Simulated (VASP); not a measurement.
# Pt (Im-3m) in VASP: notebook

Aim: see how the results for Pt move with the level of theory and the settings. Levels: PBEsol, PBE. Tasks: relaxation of cell and atoms, single point.

Everything below comes from runs of VASP 6.6.1. Logs are shortened: lines on timing, memory, paths and dates and some standing lists are left out, and cuts for length are marked.

## (1) The cell of the first run

The structure is cubic, space group Im-3m (No. 229). Conventional cell: a = 3.168 Å, b = 3.168 Å, c = 3.168 Å, α = 90.00°, β = 90.00°, γ = 90.00°. Within 3.6 Å of Pt (site symmetry m-3m) lie 14 Pt at 2.74 to 3.17 Å.

## (2) Relaxation of cell and atoms, PBEsol, target pressure 30 GPa, at which the enthalpy is minimised

INCAR reads:

```
SYSTEM = Pt
PREC = Accurate ; ENCUT = 600
EDIFF = 1E-7 ; ISMEAR = -1
SIGMA = 0.05 ; LREAL = .FALSE.
LASPH = .TRUE. ; NELM = 80
ALGO = Normal ; ISIF = 3
LWAVE = .FALSE. ; LCHARG = .FALSE.
GGA = PS ; IBRION = 2
NSW = 60 ; EDIFFG = -0.01
PSTRESS = 300.0
```

KPOINTS reads:

```
Automatic mesh
0
G
  12 12 12
  0 0 0
```

POSCAR reads:

```
Pt
1.0
   -1.5842200000      1.5842200000      1.5842200000
    1.5842200000     -1.5842200000      1.5842200000
    1.5842200000      1.5842200000     -1.5842200000
Pt
1
Direct
    0.0000000000      0.0000000000      0.0000000000
```

Potentials or basis: VASP PAW PBE potentials, release 64 (Pt).

Run with:

```sh
$ cat potpaw_PBE.64/Pt/POTCAR > POTCAR
$ mpirun -np 1 vasp_std > vasp.out
```

OUTCAR:

```text
SYSTEM = Pt
   PREC = Accurate
   ENCUT = 600
   EDIFF = 1E-7
   ISMEAR = -1
   LREAL = .FALSE.
   LASPH = .TRUE.
   NELM = 80
   ISIF = 3
   GGA = PS
   IBRION = 2
   NSW = 60
   EDIFFG = -0.01
   PSTRESS = 300.0

 ion  position               nearest neighbor table
   1  0.000  0.000  0.000-

  LATTYP: Found a body centered cubic cell.
 ALAT       =     3.1684400000

  Lattice vectors:

 A1 = (  -1.5842200000,   1.5842200000,   1.5842200000)
 A2 = (   1.5842200000,  -1.5842200000,   1.5842200000)
 A3 = (   1.5842200000,   1.5842200000,  -1.5842200000)

Analysis of symmetry for initial positions (statically):
=====================================================================
 Subroutine PRICEL returns:
 Original cell was already a primitive cell.

 Routine SETGRP: Setting up the symmetry group for a
 body centered cubic supercell.

 Subroutine GETGRP returns: Found 48 space group operations
[... 9 lines left out ...]

 Routine SETGRP: Setting up the symmetry group for a
 body centered cubic supercell.

 Subroutine GETGRP returns: Found 48 space group operations
[... 11 lines left out ...]
                                     Primitive cell

  volume of cell :      15.9040

  direct lattice vectors                    reciprocal lattice vectors
    -1.584220000  1.584220000  1.584220000     0.000000000  0.315612731  0.315612731
     1.584220000 -1.584220000  1.584220000     0.315612731  0.000000000  0.315612731
     1.584220000  1.584220000 -1.584220000     0.315612731  0.315612731  0.000000000

  length of vectors
     2.743949530  2.743949530  2.743949530     0.446343804  0.446343804  0.446343804

  position of ions in fractional coordinates (direct lattice)
     0.000000000  0.000000000  0.000000000

  ion indices of the primitive-cell ions
   primitive index   ion index
                 1           1

----------------------------------------------------------------------------------------

 KPOINTS: Automatic mesh

Automatic generation of k-mesh.
 Grid dimensions read from file:
 generate k-points for:   12   12   12

 Generating k-lattice:

  Cartesian coordinates                     Fractional coordinates (reciprocal lattice)
     0.000000000  0.026301061  0.026301061     0.083333333  0.000000000  0.000000000
     0.026301061  0.000000000  0.026301061     0.000000000  0.083333333  0.000000000
     0.026301061  0.026301061  0.000000000     0.000000000  0.000000000  0.083333333

  Length of vectors
     0.037195317  0.037195317  0.037195317

  Shift w.r.t. Gamma in fractional coordinates (k-lattice)
     0.000000000  0.000000000  0.000000000

 Subroutine IBZKPT returns following result:
 ===========================================

 Found     72 irreducible k-points:

 Following reciprocal coordinates:
            Coordinates               Weight
  0.000000  0.000000  0.000000      1.000000
  0.083333  0.000000  0.000000     12.000000
  0.166667  0.000000  0.000000     12.000000
  0.250000  0.000000  0.000000     12.000000
  0.333333  0.000000  0.000000     12.000000
  0.416667  0.000000  0.000000     12.000000
[... 16 lines left out ...]
  0.333333  0.083333  0.083333     24.000000
  0.416667  0.083333  0.083333     12.000000
 [... further k-points ...]
   k-points           NKPTS =     72   k-points in BZ     NKDIM =     72   number of bands    NBANDS=      9
   number of dos      NEDOS =    301   number of ions     NIONS =      1
   total plane-waves  NPLWV =  13824
   dimension x,y,z NGX =    24 NGY =   24 NGZ =   24
   dimension x,y,z NGXF=    48 NGYF=   48 NGZF=   48
   ions per type =               1
   NGX,Y,Z   is equivalent  to a cutoff of  14.54, 14.54, 14.54 a.u.
   NGXF,Y,Z  is equivalent  to a cutoff of  29.08, 29.08, 29.08 a.u.
 SYSTEM =  Pt
   PREC   = accura    normal or accurate (medium, high low for compatibility)
   ISTART =      0    job   : 0-new  1-cont  2-samecut
   ICHARG =      2    charge: 1-file 2-atom 10-const
   ISPIN  =      1    spin polarized calculation?
   LNONCOLLINEAR =      F non collinear calculations
   LSORBIT =      F    spin-orbit coupling
   LASPH  =      T    aspherical Exc in radial PAW
   ENCUT  =  600.0 eV  44.10 Ry    6.64 a.u.   5.48  5.48  5.48*2*pi/ulx,y,z
   NELM   =     80;   NELMIN=  2; NELMDL= -5     # of ELM steps
   EDIFF  = 0.1E-06   stopping-criterion for ELM
   LREAL  =      F    real-space projection
   EDIFFG = -.1E-01   stopping-criterion for IOM
   NSW    =     60    number of steps for IOM
   IBRION =      2    ionic relax: 0-MD 1-quasi-New 2-CG
   NFREE  =      1    steps in history (QN), initial steepest desc. (CG)
   ISIF   =      3    stress and relaxation
   ISYM   =      2    0-nonsym 1-usesym 2-fastsym
   POTIM  = 0.5000    time-step for ionic-motion
   TEBEG  =    0.0;   TEEND  =   0.0 temperature during run
   PSTRESS=  300.0 pullay stress
   NELECT =      10.0000    total number of electrons
   NUPDOWN=      -1.0000    fix difference up-down
   EMIN   =  10.00;   EMAX   =-10.00  energy-range for DOS
   EFERMI =   0.00;   METHOD = LEGACY
   ISMEAR =    -1;   SIGMA  =   0.05  broadening in eV -4-tet -1-fermi 0-gaus
   EFERMI_NEDOS =   21; number of points for ismear=-14 and -15
   IALGO  =     38    algorithm
   IMIX   =      4    mixing-type and parameters
     AMIX     =   0.40;   BMIX     =  1.00
     AMIX_MAG =   1.60;   BMIX_MAG =  1.00
  volume/ion in A,a.u.               =      15.90       107.33
  Fermi-wavevector in a.u.,A,eV,Ry     =   1.402510  2.650360 26.763132  1.967035
  Thomas-Fermi vector in A             =   2.525265
   LORBIT       =      0    0 simple, 1 ext, 2 COOP (PROOUT), +10 PAW based schemes
   GGA     = PS    functional components
   LHFCALC =     F    Hartree Fock is set to
   AEXX    =    0.0000 exact exchange contribution
   IVDW    =     0    specifies the selected vdW correction
   LEPSILON=     F    determine dielectric tensor
   LRPA    =     F    only Hartree local field effects (RPA)
 conjugate gradient relaxation of ions
 non-spin polarized calculation
  energy-cutoff  :      600.00
  volume of cell :       15.90
 maximum number of plane-waves:       555
 NGX is ok and might be reduce to    24
   NGX = 11   NGY = 11   NGZ = 11

--------------------------------------- Ionic step        1  -------------------------------------------

 number of electron      10.0000000 magnetization

 number of electron       9.9999999 magnetization

 Free energy of the ion-electron system (eV)
  ---------------------------------------------------
  ext. energy  EPLUGINS =         0.00000000
  ---------------------------------------------------
  free energy    TOTEN  =        -6.84233902 eV

  energy without entropy =       -6.83603240  energy(sigma->0) =       -6.83918571

 E-fermi :   9.8344     XC(G=0): -13.3081

 val. band max:        9.7831648114   @ k =   0.5000   0.5000   0.4167
 cond. band min:       9.8707621845   @ k =  -0.4167  -0.4167   0.1667
 fundamental gap:      0.0875973731
 Fermi energy:         9.8343670806

 k-point     1 :       0.0000    0.0000    0.0000
  band No.  band energies     occupation
      1       0.4059      2.00000
      2       6.4507      2.00000
      3       6.4508      2.00000
      4       6.4508      2.00000
      5       8.9390      2.00000
      6       8.9390      2.00000
      7      26.9880      0.00000
      8      26.9880      0.00000
      9      26.9880      0.00000
[... 265 lines left out ...]
 k-point    24 :       0.4167    0.0833    0.0833
  band No.  band energies     occupation
      1       3.8456      2.00000
      2       5.0389      2.00000
      3       8.2950      2.00000
      4       8.8868      2.00000
      5       9.2739      1.99997
      6      13.2380      0.00000
      7      15.7579      0.00000
      8      23.0161      0.00000
      9      23.7281      0.00000

 [... further k-points ...]
[... 5 lines left out ...]
  --------------------------------------------------------------------------------------
  -------------------------------------------------------------------------------------
  Total       -1.1396851     -1.1396851     -1.1396851     -0.0000000      0.0000000     -0.0000000
  in kB     -114.8124529   -114.8124529   -114.8124529     -0.0000000      0.0000000     -0.0000000
  external PRESSURE =    -414.8124529 kB  Pullay stress =     300.0000000 kB
[... 90 lines left out ...]
  FREE ENERGIE OF THE ION-ELECTRON SYSTEM (eV)
  ---------------------------------------------------
  free  energy   TOTEN  =        -6.8249296560 eV

  energy  without entropy=       -6.8196604110  energy(sigma->0) =       -6.82229503

  enthalpy is  TOTEN    =        -4.1383694385 eV   P V=        2.6865602175

[... ionic steps 4 to 12 ...]

--------------------------------------- Ionic step       13  -------------------------------------------

 number of electron      10.0000000 magnetization

------------------------ aborting loop because EDIFF is reached ----------------------------------------

  FORCE on cell =-STRESS in cart. coord.  units (eV):
  Direction    XX          YY          ZZ          XY          YZ          ZX
  --------------------------------------------------------------------------------------
  -------------------------------------------------------------------------------------
  Total        2.5738795      2.5738795      2.5738795     -0.0000000      0.0000000     -0.0000000
  in kB      295.7062838    295.7062838    295.7062838     -0.0000000      0.0000000     -0.0000000
  external PRESSURE =      -4.2937162 kB  Pullay stress =     300.0000000 kB
[... 59 lines left out ...]
  enthalpy is  TOTEN    =        -4.1541186959 eV   P V=        2.6101488778

--------------------------------------- Ionic step       15  -------------------------------------------

 number of electron      10.0000000 magnetization

 Free energy of the ion-electron system (eV)
  ---------------------------------------------------
  ext. energy  EPLUGINS =         0.00000000
  ---------------------------------------------------
  free energy    TOTEN  =        -6.76206643 eV

  energy without entropy =       -6.75714673  energy(sigma->0) =       -6.75960658

 E-fermi :  12.3131     XC(G=0): -14.0952

 val. band max:       12.2755762954   @ k =   0.5000   0.5000   0.4167
 cond. band min:      12.3889108495   @ k =  -0.4167  -0.4167   0.1667
 fundamental gap:      0.1133345541
 Fermi energy:        12.3131127832

 k-point     1 :       0.0000    0.0000    0.0000
  band No.  band energies     occupation
      1       1.4818      2.00000
      2       8.1888      2.00000
      3       8.1888      2.00000
      4       8.1888      2.00000
      5      11.2070      2.00000
      6      11.2070      2.00000
      7      29.4021      0.00000
      8      29.4021      0.00000
      9      29.4021      0.00000
[... 265 lines left out ...]
 k-point    24 :       0.4167    0.0833    0.0833
  band No.  band energies     occupation
      1       5.0787      2.00000
      2       6.4472      2.00000
      3      10.3329      2.00000
      4      11.1835      2.00000
      5      11.6710      1.99999
      6      16.1480      0.00000
      7      19.3538      0.00000
      8      25.7825      0.00000
      9      27.4652      0.00000

 [... further k-points ...]
[... 5 lines left out ...]
  --------------------------------------------------------------------------------------
  -------------------------------------------------------------------------------------
  Total        2.6177381      2.6177381      2.6177381      0.0000000      0.0000000      0.0000000
  in kB      301.1268639    301.1268639    301.1268639      0.0000000      0.0000000      0.0000000
  external PRESSURE =       1.1268639 kB  Pullay stress =     300.0000000 kB
[... 16 lines left out ...]
  FREE ENERGIE OF THE ION-ELECTRON SYSTEM (eV)
  ---------------------------------------------------
  free  energy   TOTEN  =        -6.7620664297 eV

  energy  without entropy=       -6.7571467287  energy(sigma->0) =       -6.75960658

  enthalpy is  TOTEN    =        -4.1541243561 eV   P V=        2.6079420735

 reached required accuracy - stopping structural energy minimisation
```

Wall time 68 s (1 thread of Intel Xeon 6975P-C, shared host); peak memory 0.18 GiB.

What came out:

```
Free energy                                            : -6.7621 eV
Relaxed volume                                         : 13.93 Å³/atom
Relaxed cell                                           : a = 2.625 Å, b = 2.625 Å, c = 2.625 Å, α = 109.47°, β = 109.47°, γ = 109.47°
Space group after relaxing (to 0.05 Å)                 : Im-3m (No. 229)
Energy change on relaxing (the enthalpy is what falls) : +80.3 meV/atom
Ionic steps                                            : 15
Pressure after relaxing                                : 30.1 GPa
Band gap on the k mesh                                 : zero (band 5 reaches 13.73 eV, above the bottom of band 6 at 11.01 eV)
```

Step by step:
| step | energy change (eV) | largest force (eV/Å) | pressure (GPa) | volume (Å³) |
| --- | --- | --- | --- | --- |
| 1 | 0.0000 | 0.0000 | -11.48 | 15.90 |
| 2 | 9.8141 | 0.0000 | 819.08 | 8.18 |
| 3 | 0.0174 | 0.0000 | 18.23 | 14.35 |
| 4 | 0.0415 | 0.0000 | 23.25 | 14.16 |
| 5 | 0.0810 | 0.0000 | 30.24 | 13.92 |
| 6 | 0.0740 | 0.0000 | 29.09 | 13.96 |
| 7 | 0.0745 | 0.0000 | 29.15 | 13.96 |
| 8 | 0.0759 | 0.0000 | 29.40 | 13.95 |
| 9 | 0.0760 | 0.0000 | 29.40 | 13.95 |
| 10 | 0.0760 | 0.0000 | 29.40 | 13.95 |
| 11 | 0.0762 | 0.0000 | 29.43 | 13.95 |
| 12 | 0.0764 | 0.0000 | 29.48 | 13.95 |
| 13 | 0.0770 | 0.0000 | 29.57 | 13.95 |
| 14 | 0.0781 | 0.0000 | 29.75 | 13.94 |
| 15 | 0.0803 | 0.0000 | 30.11 | 13.93 |

Final structure:
```cif
data_structure
_symmetry_space_group_name_H-M 'P 1'
_symmetry_Int_Tables_number 1
_cell_length_a 2.6252
_cell_length_b 2.6252
_cell_length_c 2.6252
_cell_angle_alpha 109.471
_cell_angle_beta 109.471
_cell_angle_gamma 109.471
_cell_volume 13.93
loop_
_atom_site_label
_atom_site_type_symbol
_atom_site_fract_x
_atom_site_fract_y
_atom_site_fract_z
_atom_site_occupancy
Pt1 Pt 0.00000 0.00000 0.00000 1
```

Caveat: the cell is relaxed towards a set pressure, so the enthalpy falls and the energy may rise; the PAW data sets were made with another functional, which shifts forces and pressure a little; spin-orbit coupling is left out, which moves the levels of the heavy elements.

## (3) Single point, PBE

INCAR reads:

```
SYSTEM = Pt
ALGO = Normal
EDIFF = 1E-7
ENCUT = 520
GGA = PE
ISIF = 2
ISMEAR = 0
LASPH = .True.
LCHARG = .False.
LREAL = .False.
LWAVE = .False.
NBANDS = 11
NELM = 60
PREC = Accurate
SIGMA = 0.020999999999999998
```

KPOINTS reads:

```
k-points
0
Gamma
  12 12 12
  0 0 0
```

POSCAR is that of step 2.

Potentials or basis: VASP PAW PBE potentials, release 64 (Pt).

Run with:

```sh
$ cat potpaw_PBE.64/Pt/POTCAR > POTCAR
$ mpirun -np 1 vasp_std > vasp.out
```

Run time: 8.3 s. Hardware: 1 thread of Intel Xeon Platinum 8488C (Sapphire Rapids), shared host; peak memory 0.13 GiB.

It converged, with:

```
Free energy            : -6.0165 eV
Pressure               : -1.9 GPa
Band gap on the k mesh : zero (band 5 reaches 11.08 eV, above the bottom of band 6 at 8.94 eV)
```

Levels at points of the mesh, in eV from the Fermi level:
```csv
k point,band 3,band 4,band 5,band 6,band 7,band 8
"(0.00, 0.00, 0.00)",-3.32,-3.32,-0.87,-0.87,17.22,17.22
"(0.50, 0.00, 0.00)",-1.05,-0.55,0.41,1.15,6.36,13.39
"(0.50, 0.50, 0.50)",0.64,0.64,0.64,7.77,7.77,7.77
```

Caveat: spin-orbit coupling is left out, which moves the levels of the heavy elements.
